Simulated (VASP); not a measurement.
# KPd2Se2I (I-4m2) in VASP: a series of runs

Runs on KPd2Se2I. Level: PBE. Tasks: single point, relaxation of cell and atoms.

Program: VASP 6.6.1. These are calculated values, not measurements. Logs are shortened: lines on timing, memory, paths and dates and some standing lists are left out, and cuts for length are marked.

### 1 The cell of the first run

It takes space group I-4m2 (No. 119, tetragonal). Conventional cell: a = 5.734 Å, b = 5.734 Å, c = 10.479 Å, α = 90.00°, β = 90.00°, γ = 90.00°. Within 4.1 Å of K (site symmetry -4m2) lie 4 Se at 2.88 Å and 8 Pd at 3.88 to 4.05 Å and 4 I at 3.88 Å. Pd (site symmetry -4m2) has 4 Se at 2.88 Å and 4 Pd at 3.88 Å and 4 I at 3.88 Å and 4 K at 4.05 Å within 4.1 Å. Within 3.2 Å of Pd (site symmetry -4m2) lie 2 Se at 2.39 Å. Within 3.2 Å of Se (site symmetry 2mm) lie 3 Pd at 2.39 to 2.88 Å and 1 I at 2.85 Å and 2 K at 2.88 Å. Within 4.1 Å of I (site symmetry -4m2) lie 2 Se at 2.85 Å and 4 K at 3.88 Å and 8 Pd at 3.88 to 4.05 Å.

The cell was built from a structure type or drawn by symmetry, and may not be a known phase.

### 2 Single point, PBE

INCAR

```
SYSTEM = KPd2Se2I
PREC = Accurate ; ENCUT = 520
EDIFF = 1E-7 ; ISMEAR = 0
SIGMA = 0.15 ; LREAL = .False.
LASPH = .True. ; NELM = 100
ALGO = Normal ; ISIF = 2
LWAVE = .False. ; LCHARG = .False.
GGA = PE ; NBANDS = 33
```

KPOINTS

```
regular mesh
0
Gamma
  3 3 3
  0 0 0
```

POSCAR

```
KPd2Se2I
1.0
   -2.8667522355      2.8667522355      5.2393351916
    2.8667522355     -2.8667522355      5.2393351916
    2.8667522355      2.8667522355     -5.2393351916
K Pd Se I
1 2 2 1
Direct
    0.2500000000      0.7500000000      0.5000000000
    0.7500000000      0.2500000000      0.5000000000
    0.5000000000      0.5000000000      0.0000000000
    0.2719388700      0.2719388700      0.0000000000
    0.7280611300      0.7280611300      0.0000000000
    0.0000000000      0.0000000000      0.0000000000
```

Potentials or basis: VASP PAW PBE potentials, release 64 (K_sv, Pd, Se, I).

The run is started by

```sh
$ cat potpaw_PBE.64/K_sv/POTCAR potpaw_PBE.64/Pd/POTCAR potpaw_PBE.64/Se/POTCAR potpaw_PBE.64/I/POTCAR > POTCAR
$ mpirun -np 1 vasp_std > vasp.out
```

OUTCAR:

```text
SYSTEM = KPd2Se2I
   PREC = Accurate
   ENCUT = 520
   EDIFF = 1E-7
   ISMEAR = 0
   LREAL = .False.
   LASPH = .True.
   NELM = 100
   ISIF = 2
   GGA = PE

 ion  position               nearest neighbor table
   1  0.250  0.750  0.500-   4 2.88   5 2.88   4 2.88   5 2.88
   2  0.750  0.250  0.500-   4 2.88   5 2.88   4 2.88   5 2.88
   3  0.500  0.500  0.000-   4 2.39   5 2.39
   4  0.272  0.272  0.000-   3 2.39   6 2.85   1 2.88   2 2.88   1 2.88   2 2.88
   5  0.728  0.728  0.000-   3 2.39   6 2.85   1 2.88   2 2.88   1 2.88   2 2.88
   6  0.000  0.000  0.000-   4 2.85   5 2.85

  LATTYP: Found a body centered tetragonal cell.
 ALAT       =     5.7335044710
 C/A-ratio  =     1.8276205131

  Lattice vectors:

 A1 = (  -2.8667522355,   2.8667522355,   5.2393351916)
 A2 = (   2.8667522355,  -2.8667522355,   5.2393351916)
 A3 = (   2.8667522355,   2.8667522355,  -5.2393351916)

Analysis of symmetry for initial positions (statically):
=====================================================================
 Subroutine PRICEL returns:
 Original cell was already a primitive cell.

 Routine SETGRP: Setting up the symmetry group for a
 body centered tetragonal supercell.

 Subroutine GETGRP returns: Found  8 space group operations
 (whereof  8 operations were pure point group operations)
 out of a pool of 16 trial point group operations.

The static configuration has the point symmetry D_2d.

Analysis of symmetry for dynamics (positions and initial velocities):
=====================================================================
 Subroutine PRICEL returns:
 Original cell was already a primitive cell.

 Routine SETGRP: Setting up the symmetry group for a
 body centered tetragonal supercell.

 Subroutine GETGRP returns: Found  8 space group operations
 (whereof  8 operations were pure point group operations)
 out of a pool of 16 trial point group operations.

The dynamic configuration has the point symmetry D_2d.

 Subroutine INISYM returns: Found  8 space group operations
 (whereof  8 operations are pure point group operations),
 and found     1 'primitive' translations

----------------------------------------------------------------------------------------

[... 80 lines left out ...]
   NELM   =    100;   NELMIN=  2; NELMDL= -5     # of ELM steps
   EDIFF  = 0.1E-06   stopping-criterion for ELM
   LREAL  =      F    real-space projection
   EDIFFG = 0.1E-05   stopping-criterion for IOM
   NSW    =      0    number of steps for IOM
   IBRION =     -1    ionic relax: 0-MD 1-quasi-New 2-CG
   NFREE  =      0    steps in history (QN), initial steepest desc. (CG)
   ISIF   =      2    stress and relaxation
   ISYM   =      2    0-nonsym 1-usesym 2-fastsym
   POTIM  = 0.5000    time-step for ionic-motion
   TEBEG  =    0.0;   TEEND  =   0.0 temperature during run
   PSTRESS=    0.0 pullay stress
   NELECT =      48.0000    total number of electrons
   NUPDOWN=      -1.0000    fix difference up-down
   EMIN   =  10.00;   EMAX   =-10.00  energy-range for DOS
   EFERMI =   0.00;   METHOD = LEGACY
   ISMEAR =     0;   SIGMA  =   0.15  broadening in eV -4-tet -1-fermi 0-gaus
   EFERMI_NEDOS =   21; number of points for ismear=-14 and -15
   IALGO  =     38    algorithm
   IMIX   =      4    mixing-type and parameters
     AMIX     =   0.40;   BMIX     =  1.00
     AMIX_MAG =   1.60;   BMIX_MAG =  1.00
  volume/ion in A,a.u.               =      28.71       193.71
  Fermi-wavevector in a.u.,A,eV,Ry     =   1.069341  2.020762 15.558142  1.143491
  Thomas-Fermi vector in A             =   2.205018
   LORBIT       =      0    0 simple, 1 ext, 2 COOP (PROOUT), +10 PAW based schemes
   GGA     = PE    functional components
   LHFCALC =     F    Hartree Fock is set to
   AEXX    =    0.0000 exact exchange contribution
   IVDW    =     0    specifies the selected vdW correction
   LEPSILON=     F    determine dielectric tensor
   LRPA    =     F    only Hartree local field effects (RPA)
 non-spin polarized calculation
 Gauss-broadening in eV      SIGMA  =   0.15
  energy-cutoff  :      520.00
  volume of cell :      172.23
 maximum number of plane-waves:      4675
 NGX is ok and might be reduce to    50
   NGX = 25   NGY = 25   NGZ = 25

 number of electron      48.0000006 magnetization

 Free energy of the ion-electron system (eV)
  ---------------------------------------------------
  ext. energy  EPLUGINS =         0.00000000
  ---------------------------------------------------
  free energy    TOTEN  =       -19.55991671 eV

  energy without entropy =      -19.46620178  energy(sigma->0) =      -19.51305925

 E-fermi :   2.7298     XC(G=0):  -8.9079

 val. band max:        2.6655416213   @ k =  -0.3333   0.3333   0.3333
 cond. band min:       2.7672724659   @ k =   0.3333   0.0000   0.0000
 fundamental gap:      0.1017308445
 Fermi energy:         2.7298471776

 k-point     1 :       0.0000    0.0000    0.0000
  band No.  band energies     occupation
      1     -26.3514      2.00000
      2     -10.8049      2.00000
      3     -10.0638      2.00000
      4     -10.0638      2.00000
      5      -9.9491      2.00000
      6      -9.6487      2.00000
[... 205 lines left out ...]
     32       8.2962      0.00000
     33       9.6893      0.00000

------------------------ aborting loop because EDIFF is reached ----------------------------------------

  FORCE on cell =-STRESS in cart. coord.  units (eV):
  Direction    XX          YY          ZZ          XY          YZ          ZX
  --------------------------------------------------------------------------------------
  -------------------------------------------------------------------------------------
  Total        0.0425638      0.0425638      0.8492077      0.0000000      0.0000000      0.0000000
  in kB        0.3959451      0.3959451      7.8996526      0.0000000      0.0000000      0.0000000
  external PRESSURE =       2.8971809 kB  Pullay stress =       0.0000000 kB

 VOLUME and BASIS-vectors are now :
 -----------------------------------------------------------------------------
  energy-cutoff  :      520.00
  volume of cell :      172.23
      direct lattice vectors                 reciprocal lattice vectors
    -2.866752235  2.866752235  5.239335192     0.000000000  0.174413398  0.095431955
     2.866752235 -2.866752235  5.239335192     0.174413398  0.000000000  0.095431955
     2.866752235  2.866752235 -5.239335192     0.174413398  0.174413398  0.000000000

 POSITION                                       TOTAL-FORCE (eV/Angst)
 -----------------------------------------------------------------------------------
      2.86675      0.00000      2.61967        -0.000000     -0.000000     -0.000000
      0.00000      2.86675      2.61967        -0.000000     -0.000000     -0.000000
      0.00000      0.00000      5.23934        -0.000000     -0.000000     -0.000000
      0.00000      0.00000      2.84956        -0.000000     -0.000000      0.035271
      0.00000      0.00000      7.62911         0.000000      0.000000     -0.035271
      0.00000      0.00000      0.00000        -0.000000     -0.000000     -0.000000
 -----------------------------------------------------------------------------------
    total drift:                                0.000000     -0.000000      0.000000

  FREE ENERGIE OF THE ION-ELECTRON SYSTEM (eV)
  ---------------------------------------------------
  free  energy   TOTEN  =       -19.5599167108 eV

  energy  without entropy=      -19.4662017818  energy(sigma->0) =      -19.51305925
```

Wall time 49 s (1 thread of Intel Xeon 6975P-C (Granite Rapids), shared host); peak memory 0.36 GiB.

Results:

```yaml
Free_energy: -19.5599 eV
Pressure: 0.3 GPa
Largest_force: 0.035 eV/Å
Band_gap_on_the_k_mesh: zero (bands 24 and 25 overlap by 0.41 eV)
```

Forces on the atoms (eV/Å):
```
K    0.000  0.000  0.000
Pd   0.000  0.000  0.000
Pd   0.000  0.000  0.000
Se   0.000  0.000  0.035
Se   0.000  0.000 -0.035
I    0.000  0.000  0.000
```

Caveat: the k points lie up to 0.42 Å⁻¹ apart; spin-orbit coupling is left out, which moves the levels of the heavy elements.

### 3 Relaxation of cell and atoms, PBE

This run uses another cell than the first one, of 34.51 Å³/atom.

INCAR

```
SYSTEM = KPd2Se2I
PREC = Accurate ; ENCUT = 600
EDIFF = 1E-6 ; ISMEAR = 0
SIGMA = 0.15 ; LREAL = .FALSE.
LASPH = .TRUE. ; NELM = 100
ALGO = Normal ; ISIF = 3
LWAVE = .FALSE. ; LCHARG = .FALSE.
GGA = PE ; IBRION = 2
NSW = 36 ; EDIFFG = -0.08
```

KPOINTS

```
regular mesh
0
G
  3 3 3
  0 0 0
```

POSCAR

```
KPd2Se2I
1.0
   -3.3256907200      3.3256907200      4.6801094600
    3.3256907200     -3.3256907200      4.6801094600
    3.3256907200      3.3256907200     -4.6801094600
K Pd Se I
1 2 2 1
Direct
    0.2500000000      0.7500000000      0.5000000000
    0.7500000000      0.2500000000      0.5000000000
    0.5000000000      0.5000000000      0.0000000000
    0.2626473500      0.2626473500      0.0000000000
    0.7373526500      0.7373526500      0.0000000000
    0.0000000000      0.0000000000      0.0000000000
```

Potentials or basis: VASP PAW PBE potentials, release 64 (K_sv, Pd, Se, I).

The run is started by

```sh
$ cat potpaw_PBE.64/K_sv/POTCAR potpaw_PBE.64/Pd/POTCAR potpaw_PBE.64/Se/POTCAR potpaw_PBE.64/I/POTCAR > POTCAR
$ mpirun -np 1 vasp_std > vasp.out
```

OUTCAR:

```text
SYSTEM = KPd2Se2I
   PREC = Accurate
   ENCUT = 600
   EDIFF = 1E-6
   ISMEAR = 0
   LREAL = .FALSE.
   LASPH = .TRUE.
   NELM = 100
   ISIF = 3
   GGA = PE
   IBRION = 2
   NSW = 36
   EDIFFG = -0.08

 ion  position               nearest neighbor table
   1  0.250  0.750  0.500-
   2  0.750  0.250  0.500-
   3  0.500  0.500  0.000-   4 2.22   5 2.22
   4  0.263  0.263  0.000-   3 2.22   6 2.46
   5  0.737  0.737  0.000-   3 2.22   6 2.46
   6  0.000  0.000  0.000-   4 2.46   5 2.46

  LATTYP: Found a body centered tetragonal cell.
 ALAT       =     6.6513814400
 C/A-ratio  =     1.4072593798

  Lattice vectors:

 A1 = (  -3.3256907200,   3.3256907200,   4.6801094600)
 A2 = (   3.3256907200,  -3.3256907200,   4.6801094600)
 A3 = (   3.3256907200,   3.3256907200,  -4.6801094600)

[... 294 lines left out ...]
      3      -8.7279      2.00000
      4      -8.7279      2.00000
      5      -8.6153      2.00000
      6      -8.1013      2.00000
[... 175 lines left out ...]
     27       6.6745      0.00000
     28       9.5442      0.00000

[... ionic steps 4 to 7 ...]

--------------------------------------- Ionic step        8  -------------------------------------------

 number of electron      47.9999999 magnetization

------------------------ aborting loop because EDIFF is reached ----------------------------------------
[... 75 lines left out ...]
--------------------------------------- Ionic step       10  -------------------------------------------

 number of electron      48.0000001 magnetization

 Free energy of the ion-electron system (eV)
  ---------------------------------------------------
  ext. energy  EPLUGINS =         0.00000000
  ---------------------------------------------------
  free energy    TOTEN  =       -19.56464379 eV

  energy without entropy =      -19.47419238  energy(sigma->0) =      -19.51941808

 E-fermi :   2.6985     XC(G=0):  -8.9086

 val. band max:        2.6525814275   @ k =  -0.3333   0.3333   0.3333
 cond. band min:       2.7341698335   @ k =   0.3333  -0.0000   0.0000
 fundamental gap:      0.0815884060
 Fermi energy:         2.6984667898

 k-point     1 :       0.0000    0.0000    0.0000
  band No.  band energies     occupation
      1     -26.3472      2.00000
      2     -10.7152      2.00000
      3     -10.0693      2.00000
      4     -10.0693      2.00000
      5      -9.9531      2.00000
      6      -9.6230      2.00000
[... 208 lines left out ...]
  FREE ENERGIE OF THE ION-ELECTRON SYSTEM (eV)
  ---------------------------------------------------
  free  energy   TOTEN  =       -19.5646437891 eV

  energy  without entropy=      -19.4741923755  energy(sigma->0) =      -19.51941808

 reached required accuracy - stopping structural energy minimisation
```

OSZICAR:

```text
N       E                     dE             d eps       ncg     rms          rms(c)
DAV:   1     0.323341612143E+03    0.32334E+03   -0.22030E+04   336   0.163E+03
DAV:   2     0.703210743003E+01   -0.31631E+03   -0.30818E+03   400   0.324E+02
DAV:   3    -0.175899071597E+02   -0.24622E+02   -0.23719E+02   492   0.821E+01
[... 141 lines left out ...]
DAV:   5    -0.195646463126E+02    0.28086E-02   -0.80857E-03   372   0.760E-01    0.148E-01
DAV:   6    -0.195646535398E+02   -0.72272E-05   -0.96335E-04   420   0.171E-01    0.542E-02
DAV:   7    -0.195646411416E+02    0.12398E-04   -0.81556E-05   424   0.704E-02    0.227E-02
DAV:   8    -0.195646436745E+02   -0.25329E-05   -0.12868E-05   456   0.234E-02    0.660E-03
DAV:   9    -0.195646437891E+02   -0.11457E-06   -0.10353E-06   188   0.711E-03
  10 F= -.19564644E+02 E0= -.19519418E+02  d E =-.333275E-01
```

CONTCAR:

```text
KPd2Se2I
   1.00000000000000
    -2.8534274232581320    2.8534274232581320    5.2924047356798614
     2.8534274232581320   -2.8534274232581320    5.2924047356798614
     2.8534274232581320    2.8534274232581320   -5.2924047356798614
  K               Pd              Se              I
     1     2     2     1
Direct
     0.2500000000000000    0.7500000000000000    0.5000000000000000
     0.7500000000000000    0.2500000000000000    0.5000000000000000
     0.5000000000000000    0.5000000000000000    0.0000000000000000
     0.2737926992942808    0.2737926992942808    1.0000000000000000
     0.7262073007057193    0.7262073007057193    1.0000000000000000
     0.0000000000000000    0.0000000000000000    0.0000000000000000

  0.00000000E+00  0.00000000E+00  0.00000000E+00
  0.00000000E+00  0.00000000E+00  0.00000000E+00
  0.00000000E+00  0.00000000E+00  0.00000000E+00
  0.00000000E+00  0.00000000E+00  0.00000000E+00
  0.00000000E+00  0.00000000E+00  0.00000000E+00
  0.00000000E+00  0.00000000E+00  0.00000000E+00
```

Run time: 7.4 min. Hardware: 1 thread of Intel Xeon 6975P-C (Granite Rapids), shared host; peak memory 0.46 GiB.

What came out:

| Property | Result |
| --- | --- |
| Free energy | -19.5646 eV |
| Relaxed volume | 28.73 Å³/atom |
| Relaxed cell | a = 6.655 Å, b = 6.655 Å, c = 6.655 Å, α = 129.22°, β = 129.22°, γ = 74.65° |
| Space group after relaxing (to 0.1 Å) | I-4m2 (No. 119) |
| Energy gained by relaxing | 305.4 meV/atom |
| Ionic steps | 10 |
| Pressure after relaxing | 0.1 GPa |
| Largest force after relaxing | 0.035 eV/Å |
| Band gap on the k mesh | zero (bands 24 and 25 overlap by 0.42 eV) |

Forces on the atoms (eV/Å):
```
K    0.000  0.000  0.000
Pd   0.000  0.000  0.000
Pd   0.000  0.000  0.000
Se   0.000  0.000 -0.035
Se   0.000  0.000  0.035
I    0.000  0.000  0.000
```

The path:
| step | energy change (eV) | largest force (eV/Å) | pressure (GPa) | volume (Å³) |
| --- | --- | --- | --- | --- |
| 1 | 0.0000 | 1.0776 | 3.46 | 207.05 |
| 2 | -0.9204 | 0.5799 | -4.29 | 227.18 |
| 3 | -1.0875 | 0.5738 | -2.83 | 220.00 |
| 4 | -1.4506 | 0.2146 | -2.28 | 203.45 |
| 5 | -1.7632 | 0.2682 | -0.59 | 182.03 |
| 6 | -1.0044 | 1.0723 | 10.20 | 142.73 |
| 7 | -1.7943 | 0.3947 | 0.16 | 176.48 |
| 8 | -1.7990 | 0.4593 | 0.60 | 173.63 |
| 9 | -1.8265 | 0.1180 | 0.01 | 171.78 |
| 10 | -1.8323 | 0.0345 | 0.14 | 172.36 |

Final structure:
```
CELL_PARAMETERS angstrom
-2.85343 2.85343 5.29240
2.85343 -2.85343 5.29240
2.85343 2.85343 -5.29240
ATOMIC_POSITIONS crystal
K 0.25000 0.75000 0.50000
Pd 0.75000 0.25000 0.50000
Pd 0.50000 0.50000 0.00000
Se 0.27379 0.27379 0.00000
Se 0.72621 0.72621 0.00000
I 0.00000 0.00000 0.00000
```

Levels at points of the mesh, in eV from the Fermi level:
```
           k point  band 20  band 21  band 22  band 23  band 24  band 25  band 26  band 27  band 28
(0.00, 0.00, 0.00)    -1.01    -0.80    -0.80    -0.58    -0.34    -0.34     1.21     1.92     4.51
```

Caveat: the k points lie up to 0.42 Å⁻¹ apart in the final cell; the volume moved by over 15 % at a fixed basis, so the end points are rough; spin-orbit coupling is left out, which moves the levels of the heavy elements; the relaxation stopped at a loose force limit of 0.08 eV/Å, so its end isn't a converged minimum.
